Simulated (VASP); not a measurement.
# LuSnPd4 (F-43m) in VASP: single point with PBEsol

Aim: the single point of LuSnPd4 with PBEsol.

Everything below comes from runs of VASP 6.6.1. Logs are shortened: lines on timing, memory, paths and dates and some standing lists are left out, and cuts for length are marked.

### Step 1. The cell of the first run

It takes space group F-43m (No. 216, cubic). Conventional cell: a = 7.285 Å, b = 7.285 Å, c = 7.285 Å, α = 90.00°, β = 90.00°, γ = 90.00°. Lu (site symmetry -43m) has 12 Pd at 3.02 Å and 4 Sn at 3.15 Å within 4.0 Å. Sn (site symmetry -43m) has 12 Pd at 3.02 Å and 4 Lu at 3.15 Å within 4.0 Å. Pd (site symmetry 3m) has 6 Pd at 2.53 to 2.62 Å and 3 Sn at 3.02 Å and 3 Lu at 3.02 Å within 3.3 Å.

### Step 2. Single point, PBEsol

The input, INCAR:

```
  ALGO = Normal
  EDIFF = 1E-6
  ENCUT = 520
  GGA = PS
  ISIF = 2
  ISMEAR = 0
  LASPH = True
  LCHARG = True
  LELF = True
  LREAL = False
  LVHAR = True
  LWAVE = False
  NBANDS = 48
  NELM = 80
  PREC = Accurate
  SIGMA = 0.0717
```

The input, KPOINTS:

```
k-points
0
Gamma
  8 8 8
```

The input, POSCAR:

```
LuSnPd4
1.0
    0.0000000000      3.6425750000      3.6425750000
    3.6425750000      0.0000000000      3.6425750000
    3.6425750000      3.6425750000      0.0000000000
Lu Sn Pd
1 1 4
Direct
    0.0000000000      0.0000000000      0.0000000000
    0.2500000000      0.2500000000      0.2500000000
    0.6230000000      0.6230000000      0.6230000000
    0.1310000000      0.6230000000      0.6230000000
    0.6230000000      0.6230000000      0.1310000000
    0.6230000000      0.1310000000      0.6230000000
```

Potentials or basis: VASP PAW PBE potentials, release 64 (Lu, Sn_d, Pd).

Launch:

```bash
> cat potpaw_PBE.64/Lu/POTCAR potpaw_PBE.64/Sn_d/POTCAR potpaw_PBE.64/Pd/POTCAR > POTCAR
> mpirun -np 1 vasp_std > vasp.out
```

OUTCAR:

```text
EDIFF = 1E-6
   ENCUT = 520
   GGA = PS
   ISIF = 2
   ISMEAR = 0
   LASPH = True
   LREAL = False
   NELM = 80
   PREC = Accurate

 ion  position               nearest neighbor table
   1  0.000  0.000  0.000-   5 3.02   5 3.02   4 3.02   6 3.02   4 3.02   6 3.02   3 3.02   3 3.02
                             3 3.02   4 3.02   5 3.02   6 3.02   2 3.15   2 3.15   2 3.15   2 3.15
   2  0.250  0.250  0.250-   4 3.02   5 3.02   6 3.02   3 3.02   3 3.02   3 3.02   4 3.02   4 3.02
                             5 3.02   6 3.02   5 3.02   6 3.02   1 3.15   1 3.15   1 3.15   1 3.15
   3  0.623  0.623  0.623-   4 2.53   5 2.53   6 2.53   4 2.62   6 2.62   5 2.62   2 3.02   2 3.02
                             2 3.02   1 3.02   1 3.02   1 3.02
   4  0.131  0.623  0.623-   3 2.53   5 2.53   6 2.53   6 2.62   5 2.62   3 2.62   2 3.02   2 3.02
                             2 3.02   1 3.02   1 3.02   1 3.02
   5  0.623  0.623  0.131-   3 2.53   4 2.53   6 2.53   6 2.62   4 2.62   3 2.62   2 3.02   2 3.02
                             2 3.02   1 3.02   1 3.02   1 3.02
   6  0.623  0.131  0.623-   3 2.53   4 2.53   5 2.53   4 2.62   5 2.62   3 2.62   2 3.02   2 3.02
                             2 3.02   1 3.02   1 3.02   1 3.02

  LATTYP: Found a face centered cubic cell.
 ALAT       =     7.2851500000

  Lattice vectors:

 A1 = (   0.0000000000,   3.6425750000,   3.6425750000)
 A2 = (   3.6425750000,   0.0000000000,   3.6425750000)
 A3 = (   3.6425750000,   3.6425750000,   0.0000000000)

Analysis of symmetry for initial positions (statically):
=====================================================================
 Subroutine PRICEL returns:
 Original cell was already a primitive cell.

 Routine SETGRP: Setting up the symmetry group for a
 face centered cubic supercell.

 Subroutine GETGRP returns: Found 24 space group operations
 (whereof 24 operations were pure point group operations)
 out of a pool of 48 trial point group operations.

The static configuration has the point symmetry T_d .

Analysis of symmetry for dynamics (positions and initial velocities):
=====================================================================
 Subroutine PRICEL returns:
 Original cell was already a primitive cell.

 Routine SETGRP: Setting up the symmetry group for a
 face centered cubic supercell.

 Subroutine GETGRP returns: Found 24 space group operations
 (whereof 24 operations were pure point group operations)
 out of a pool of 48 trial point group operations.

The dynamic configuration has the point symmetry T_d .

 Subroutine INISYM returns: Found 24 space group operations
 (whereof 24 operations are pure point group operations),
 and found     1 'primitive' translations
[... 97 lines left out ...]
   ISPIN  =      1    spin polarized calculation?
   LNONCOLLINEAR =      F non collinear calculations
   LSORBIT =      F    spin-orbit coupling
   LASPH  =      T    aspherical Exc in radial PAW
   ENCUT  =  520.0 eV  38.22 Ry    6.18 a.u.   9.58  9.58  9.58*2*pi/ulx,y,z
   NELM   =     80;   NELMIN=  2; NELMDL= -5     # of ELM steps
   EDIFF  = 0.1E-05   stopping-criterion for ELM
   LREAL  =      F    real-space projection
[... 7 lines left out ...]
   TEBEG  =    0.0;   TEEND  =   0.0 temperature during run
   PSTRESS=    0.0 pullay stress
   NELECT =      79.0000    total number of electrons
   NUPDOWN=      -1.0000    fix difference up-down
   EMIN   =  10.00;   EMAX   =-10.00  energy-range for DOS
   EFERMI =   0.00;   METHOD = LEGACY
   ISMEAR =     0;   SIGMA  =   0.07  broadening in eV -4-tet -1-fermi 0-gaus
   EFERMI_NEDOS =   21; number of points for ismear=-14 and -15
   IALGO  =     38    algorithm
   IMIX   =      4    mixing-type and parameters
     AMIX     =   0.40;   BMIX     =  1.00
     AMIX_MAG =   1.60;   BMIX_MAG =  1.00
  volume/ion in A,a.u.               =      16.11       108.72
  Fermi-wavevector in a.u.,A,eV,Ry     =   1.530613  2.892439 31.875399  2.342776
  Thomas-Fermi vector in A             =   2.638072
   LORBIT       =      0    0 simple, 1 ext, 2 COOP (PROOUT), +10 PAW based schemes
   GGA     = PS    functional components
   LHFCALC =     F    Hartree Fock is set to
   AEXX    =    0.0000 exact exchange contribution
   IVDW    =     0    specifies the selected vdW correction
   LEPSILON=     F    determine dielectric tensor
   LRPA    =     F    only Hartree local field effects (RPA)
 non-spin polarized calculation
 Gauss-broadening in eV      SIGMA  =   0.07
  energy-cutoff  :      520.00
  volume of cell :       96.66
 maximum number of plane-waves:      2640
 NGX is ok and might be reduce to    40
   NGX = 19   NGY = 19   NGZ = 19

 number of electron      79.0000003 magnetization

 Free energy of the ion-electron system (eV)
  ---------------------------------------------------
  ext. energy  EPLUGINS =         0.00000000
  ---------------------------------------------------
  free energy    TOTEN  =       -36.37573261 eV

  energy without entropy =      -36.36960063  energy(sigma->0) =      -36.37266662

 E-fermi :   9.8342     XC(G=0): -13.1043

 val. band max:        9.8224804375   @ k =   0.1250   0.0000   0.0000
 cond. band min:       9.8546395646   @ k =   0.3750   0.2500   0.1250
 fundamental gap:      0.0321591271
 Fermi energy:         9.8342101311

 k-point     1 :       0.0000    0.0000    0.0000
  band No.  band energies     occupation
      1     -46.2986      2.00000
      2     -17.0170      2.00000
      3     -17.0170      2.00000
      4     -17.0170      2.00000
      5     -11.7716      2.00000
      6     -11.7716      2.00000
[... 1213 lines left out ...]
     47      15.4280      0.00000
     48      16.4565      0.00000

 [... further k-points ...]
[... 5 lines left out ...]
  --------------------------------------------------------------------------------------
  -------------------------------------------------------------------------------------
  Total        7.7723656      7.7723656      7.7723656      0.0000000     -0.0000000      0.0000000
  in kB      128.8274165    128.8274165    128.8274165      0.0000000     -0.0000000      0.0000000
  external PRESSURE =     128.8274165 kB  Pullay stress =       0.0000000 kB

 VOLUME and BASIS-vectors are now :
 -----------------------------------------------------------------------------
  energy-cutoff  :      520.00
  volume of cell :       96.66
      direct lattice vectors                 reciprocal lattice vectors
     0.000000000  3.642575000  3.642575000    -0.137265533  0.137265533  0.137265533
     3.642575000  0.000000000  3.642575000     0.137265533 -0.137265533  0.137265533
     3.642575000  3.642575000  0.000000000     0.137265533  0.137265533 -0.137265533

 POSITION                                       TOTAL-FORCE (eV/Angst)
 -----------------------------------------------------------------------------------
      0.00000      0.00000      0.00000        -0.000000      0.000000     -0.000000
      1.82129      1.82129      1.82129        -0.000000      0.000000     -0.000000
      4.53865      4.53865      4.53865         0.681208      0.681208      0.681208
      4.53865      2.74650      2.74650         0.681208     -0.681208     -0.681208
      2.74650      2.74650      4.53865        -0.681208     -0.681208      0.681208
      2.74650      4.53865      2.74650        -0.681208      0.681208     -0.681208
 -----------------------------------------------------------------------------------
    total drift:                               -0.000000     -0.000000     -0.000000

  FREE ENERGIE OF THE ION-ELECTRON SYSTEM (eV)
  ---------------------------------------------------
  free  energy   TOTEN  =       -36.3757326071 eV

  energy  without entropy=      -36.3696006316  energy(sigma->0) =      -36.37266662
```

stdout:

```text
POSCAR found type information on POSCAR LuSnPd
 POSCAR found :  3 types and       6 ions
 scaLAPACK will be used
 -----------------------------------------------------------------------------
|                                                                             |
|                                                                             |
|     You enforced a specific xc type in the INCAR file but a different       |
|     I HOPE YOU KNOW WHAT YOU ARE DOING!                                     |
|                                                                             |
 -----------------------------------------------------------------------------

 LDA part: xc-table for (Slater+PW92), standard interpolation
 POSCAR, INCAR and KPOINTS ok, starting setup
 FFT: planning ... GRIDC
 FFT: planning ... GRID_SOFT
 FFT: planning ... GRID
 WAVECAR not read
 entering main loop
```

Run time: 3.3 min. Hardware: 1 thread of AMD EPYC 7R13 (Zen 3), shared host; peak memory 0.3 GiB.

What came out:

- Free energy: -36.3757 eV
- Pressure: 12.9 GPa
- Largest force: 1.180 eV/Å
- Band gap on the k mesh: zero (an odd number of electrons rules out a gap without spin polarisation)

Forces in eV/Å, atoms in the order of the input:
```
Lu   0.000  0.000  0.000
Sn   0.000  0.000  0.000
Pd   0.681  0.681  0.681
Pd   0.681 -0.681 -0.681
Pd  -0.681 -0.681  0.681
Pd  -0.681  0.681 -0.681
```

Levels at points of the mesh, in eV from the Fermi level:
| k point | band 37 | band 38 | band 39 | band 40 | band 41 | band 42 |
| --- | --- | --- | --- | --- | --- | --- |
| (0.00, 0.00, 0.00) | -0.95 | -0.95 | 0.18 | 0.18 | 0.18 | 0.78 |
| (0.50, 0.00, 0.00) | -1.67 | -0.02 | -0.02 | 0.12 | 0.18 | 1.41 |
| (0.50, 0.50, 0.00) | -1.82 | -1.71 | -1.69 | 0.43 | 0.78 | 0.78 |

Caveat: the cell stands under pressure; the PAW data sets were made with another functional, which shifts forces and pressure a little; spin-orbit coupling is left out, which moves the levels of the heavy elements.

The gap in the log of VASP goes by the Fermi energy; the results here count the filled bands.